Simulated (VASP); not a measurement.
Crystal: HfRu3.

```
Hf Ru
1.0
     3.95577    0.00000    0.00000
     0.00000    3.95577    0.00000
     0.00000    0.00000    3.95577
Hf Ru
1 3
Direct
  0.00000 0.00000 0.00000
  0.00000 0.50000 0.50000
  0.50000 0.00000 0.50000
  0.50000 0.50000 0.00000
```

Program: VASP 6.6.1. Alike in all runs: task single point; potentials or basis VASP PAW PBE potentials, release 64 (Hf_pv, Ru_pv); no spin polarisation; cell as given; cutoff (eV) 520.

**Question.** Order these runs on this cell by their pressure, lowest first.
A. level r2SCAN; k mesh 6 × 6 × 6; smearing gaussian 0.005 eV
B. level PBEsol; k mesh 7 × 7 × 7; smearing fermi-dirac 0.05 eV
C. level PBE; k mesh 7 × 7 × 7; smearing fermi-dirac 0.05 eV

**Answer.** B (-10.4 GPa), A (-6.2 GPa), C (-2.0 GPa).

Caveats: the PAW data sets were made with another functional, which shifts forces and pressure a little (some runs).
